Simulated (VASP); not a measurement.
# InSb (F-43m) in VASP: relaxation of cell and atoms with PBE

Aim: the relaxation of cell and atoms of InSb with PBE.

All numbers are computed with VASP 6.6.1; they aren't measurements. Logs are shortened: lines on timing, memory, paths and dates and some standing lists are left out, and cuts for length are marked.

**1. The cell of the first run**

It takes space group F-43m (No. 216, cubic). The conventional cell has a = 6.637 Å, b = 6.637 Å, c = 6.637 Å, α = 90.00°, β = 90.00°, γ = 90.00°. Within 3.8 Å of In (site symmetry -43m) lie 4 Sb at 2.87 Å. Within 3.8 Å of Sb (site symmetry -43m) lie 4 In at 2.87 Å.

**2. Relaxation of cell and atoms, PBE, target pressure 20 GPa, at which the enthalpy is minimised**

INCAR

```
PREC = Accurate ; ENCUT = 600
EDIFF = 1E-7 ; ISMEAR = -1
SIGMA = 0.15 ; LREAL = False
LASPH = True ; NELM = 60
ALGO = Normal ; ISIF = 3
LWAVE = False ; LCHARG = False
GGA = PE ; IBRION = 2
NSW = 80 ; EDIFFG = -0.001
PSTRESS = 200.0
```

KPOINTS

```
Automatic mesh
0
Gamma
  12 12 12
```

POSCAR

```
InSb
1.0
    0.0000000000      3.3185740816      3.3185740816
    3.3185740816      0.0000000000      3.3185740816
    3.3185740816      3.3185740816      0.0000000000
In Sb
1 1
Direct
    0.0000000000      0.0000000000      0.0000000000
    0.7500000000      0.7500000000      0.7500000000
```

Potentials or basis: VASP PAW PBE potentials, release 64 (In_d, Sb).

On the command line:

```console
cat potpaw_PBE.64/In_d/POTCAR potpaw_PBE.64/Sb/POTCAR > POTCAR
mpirun -np 1 vasp_std > vasp.out
```

OUTCAR:

```text
PREC = Accurate
   ENCUT = 600
   EDIFF = 1E-7
   ISMEAR = -1
   LREAL = False
   LASPH = True
   NELM = 60
   ISIF = 3
   GGA = PE
   IBRION = 2
   NSW = 80
   EDIFFG = -0.001
   PSTRESS = 200.0

 ion  position               nearest neighbor table
   1  0.000  0.000  0.000-   2 2.87   2 2.87   2 2.87   2 2.87
   2  0.750  0.750  0.750-   1 2.87   1 2.87   1 2.87   1 2.87

  LATTYP: Found a face centered cubic cell.
 ALAT       =     6.6371481632

  Lattice vectors:

 A1 = (   0.0000000000,   3.3185740816,   3.3185740816)
 A2 = (   3.3185740816,   0.0000000000,   3.3185740816)
 A3 = (   3.3185740816,   3.3185740816,   0.0000000000)

Analysis of symmetry for initial positions (statically):
=====================================================================
 Subroutine PRICEL returns:
 Original cell was already a primitive cell.

 Routine SETGRP: Setting up the symmetry group for a
 face centered cubic supercell.

 Subroutine GETGRP returns: Found 24 space group operations
 (whereof 24 operations were pure point group operations)
 out of a pool of 48 trial point group operations.

The static configuration has the point symmetry T_d .

Analysis of symmetry for dynamics (positions and initial velocities):
=====================================================================
 Subroutine PRICEL returns:
 Original cell was already a primitive cell.

 Routine SETGRP: Setting up the symmetry group for a
 face centered cubic supercell.

 Subroutine GETGRP returns: Found 24 space group operations
 (whereof 24 operations were pure point group operations)
 out of a pool of 48 trial point group operations.

The dynamic configuration has the point symmetry T_d .

 Subroutine INISYM returns: Found 24 space group operations
 (whereof 24 operations are pure point group operations),
 and found     1 'primitive' translations

----------------------------------------------------------------------------------------

                                     Primitive cell

  volume of cell :      73.0945

  direct lattice vectors                    reciprocal lattice vectors
     0.000000000  3.318574082  3.318574082    -0.150667120  0.150667120  0.150667120
     3.318574082  0.000000000  3.318574082     0.150667120 -0.150667120  0.150667120
     3.318574082  3.318574082  0.000000000     0.150667120  0.150667120 -0.150667120

  length of vectors
     4.693172474  4.693172474  4.693172474     0.260963107  0.260963107  0.260963107

  position of ions in fractional coordinates (direct lattice)
     0.000000000  0.000000000  0.000000000
[... 61 lines left out ...]
   number of dos      NEDOS =    301   number of ions     NIONS =      2
   total plane-waves  NPLWV =  64000
   dimension x,y,z NGX =    40 NGY =   40 NGZ =   40
   dimension x,y,z NGXF=    80 NGYF=   80 NGZF=   80
   ions per type =               1   1
   NGX,Y,Z   is equivalent  to a cutoff of  14.17, 14.17, 14.17 a.u.
   NGXF,Y,Z  is equivalent  to a cutoff of  28.34, 28.34, 28.34 a.u.
 SYSTEM =  unknown system
   PREC   = accura    normal or accurate (medium, high low for compatibility)
   ISTART =      0    job   : 0-new  1-cont  2-samecut
   ICHARG =      2    charge: 1-file 2-atom 10-const
   ISPIN  =      1    spin polarized calculation?
   LNONCOLLINEAR =      F non collinear calculations
   LSORBIT =      F    spin-orbit coupling
   LASPH  =      T    aspherical Exc in radial PAW
   ENCUT  =  600.0 eV  44.10 Ry    6.64 a.u.   9.37  9.37  9.37*2*pi/ulx,y,z
   NELM   =     60;   NELMIN=  2; NELMDL= -5     # of ELM steps
   EDIFF  = 0.1E-06   stopping-criterion for ELM
   LREAL  =      F    real-space projection
   EDIFFG = -.1E-02   stopping-criterion for IOM
   NSW    =     80    number of steps for IOM
   IBRION =      2    ionic relax: 0-MD 1-quasi-New 2-CG
   NFREE  =      1    steps in history (QN), initial steepest desc. (CG)
   ISIF   =      3    stress and relaxation
   ISYM   =      2    0-nonsym 1-usesym 2-fastsym
   POTIM  = 0.5000    time-step for ionic-motion
   TEBEG  =    0.0;   TEEND  =   0.0 temperature during run
   PSTRESS=  200.0 pullay stress
   NELECT =      18.0000    total number of electrons
   NUPDOWN=      -1.0000    fix difference up-down
   EMIN   =  10.00;   EMAX   =-10.00  energy-range for DOS
   EFERMI =   0.00;   METHOD = LEGACY
   ISMEAR =    -1;   SIGMA  =   0.15  broadening in eV -4-tet -1-fermi 0-gaus
   EFERMI_NEDOS =   21; number of points for ismear=-14 and -15
   IALGO  =     38    algorithm
   IMIX   =      4    mixing-type and parameters
     AMIX     =   0.40;   BMIX     =  1.00
     AMIX_MAG =   1.60;   BMIX_MAG =  1.00
  volume/ion in A,a.u.               =      36.55       246.63
  Fermi-wavevector in a.u.,A,eV,Ry     =   1.026134  1.939112 14.326273  1.052951
  Thomas-Fermi vector in A             =   2.160011
   LORBIT       =      0    0 simple, 1 ext, 2 COOP (PROOUT), +10 PAW based schemes
   GGA     = PE    functional components
   LHFCALC =     F    Hartree Fock is set to
   AEXX    =    0.0000 exact exchange contribution
   IVDW    =     0    specifies the selected vdW correction
   LEPSILON=     F    determine dielectric tensor
   LRPA    =     F    only Hartree local field effects (RPA)
 conjugate gradient relaxation of ions
 non-spin polarized calculation
  energy-cutoff  :      600.00
  volume of cell :       73.09
 maximum number of plane-waves:      2468
 NGX is ok and might be reduce to    40
   NGX = 19   NGY = 19   NGZ = 19

--------------------------------------- Ionic step        1  -------------------------------------------

 number of electron      18.0000000 magnetization

 Free energy of the ion-electron system (eV)
  ---------------------------------------------------
  ext. energy  EPLUGINS =         0.00000000
  ---------------------------------------------------
  free energy    TOTEN  =        -6.95562886 eV

  energy without entropy =       -6.94699746  energy(sigma->0) =       -6.95131316

 E-fermi :   4.6002     XC(G=0):  -8.3803

 val. band max:        4.3681361216   @ k =   0.0000   0.0000   0.0000
 cond. band min:       4.7864508441   @ k =   0.5000   0.0000   0.0000
 fundamental gap:      0.4183147225
 Fermi energy:         4.6002127599
[... 886 lines left out ...]
  energy  without entropy=       -6.3429316152  energy(sigma->0) =       -6.34430714

  enthalpy is  TOTEN    =         0.8232457026 eV   P V=        7.1689283627

[... ionic steps 4 to 13 ...]

--------------------------------------- Ionic step       14  -------------------------------------------

 number of electron      17.9999999 magnetization

------------------------ aborting loop because EDIFF is reached ----------------------------------------
[... 71 lines left out ...]
--------------------------------------- Ionic step       16  -------------------------------------------

 number of electron      17.9999999 magnetization

 Free energy of the ion-electron system (eV)
  ---------------------------------------------------
  ext. energy  EPLUGINS =         0.00000000
  ---------------------------------------------------
  free energy    TOTEN  =        -6.10568323 eV

  energy without entropy =       -6.10288389  energy(sigma->0) =       -6.10428356

 E-fermi :   7.9599     XC(G=0):  -9.6080

 val. band max:        7.6029413651   @ k =   0.0000   0.0000   0.0000
 cond. band min:       8.4413928817   @ k =   0.4167   0.4167   0.0000
 fundamental gap:      0.8384515166
 Fermi energy:         7.9599032941
[... 417 lines left out ...]
  energy  without entropy=       -6.1028838902  energy(sigma->0) =       -6.10428356

  enthalpy is  TOTEN    =         0.7937267643 eV   P V=        6.8994099954

 reached required accuracy - stopping structural energy minimisation
```

Run time: 18 min. Hardware: 1 thread of Intel Xeon 8259CL, shared host; peak memory 0.32 GiB.

What came out:

| Property | Result |
| --- | --- |
| Free energy | -6.1057 eV |
| Relaxed volume | 27.64 Å³/atom |
| Relaxed cell | a = 4.276 Å, b = 4.276 Å, c = 4.276 Å, α = 60.00°, β = 60.00°, γ = 60.00° |
| Space group after relaxing (to 0.1 Å) | F-43m (No. 216) |
| Energy change on relaxing (the run minimises the enthalpy) | +425.0 meV/atom |
| Ionic steps | 16 |
| Pressure after relaxing | 20.0 GPa |
| Band gap on the k mesh | 0.84 eV (least direct gap 1.05 eV) |

The path:
```
step  energy change (eV)  largest force (eV/Å)  pressure (GPa)  volume (Å³)
   1              0.0000                0.0000           -0.01        73.09
   2              9.3869                0.0000          156.39        34.67
   3              0.6099                0.0000           15.76        57.43
   4              0.7473                0.0000           18.22        56.13
   5              0.8515                0.0000           20.03        55.26
   6              0.8117                0.0000           19.34        55.58
   7              0.8141                0.0000           19.38        55.56
   8              0.8215                0.0000           19.51        55.50
   9              0.8216                0.0000           19.51        55.50
  10              0.8220                0.0000           19.52        55.50
  11              0.8228                0.0000           19.53        55.49
  12              0.8244                0.0000           19.57        55.48
  13              0.8276                0.0000           19.62        55.45
  14              0.8340                0.0000           19.72        55.40
  15              0.8469                0.0000           19.95        55.29
  16              0.8499                0.0000           20.01        55.27
```

Final structure:
```cif
data_structure
_symmetry_space_group_name_H-M 'P 1'
_symmetry_Int_Tables_number 1
_cell_length_a 4.2757
_cell_length_b 4.2757
_cell_length_c 4.2757
_cell_angle_alpha 60.000
_cell_angle_beta 60.000
_cell_angle_gamma 60.000
_cell_volume 55.27
loop_
_atom_site_label
_atom_site_type_symbol
_atom_site_fract_x
_atom_site_fract_y
_atom_site_fract_z
_atom_site_occupancy
In1 In 0.00000 0.00000 0.00000 1
Sb1 Sb 0.75000 0.75000 0.75000 1
```

Caveat: the cell is relaxed towards a set pressure, so the run minimises the enthalpy, not the energy; the volume moved by over 15 % at a fixed basis, so the end points are rough; spin-orbit coupling is left out, which moves the levels of the heavy elements. A k mesh can miss the band edges.
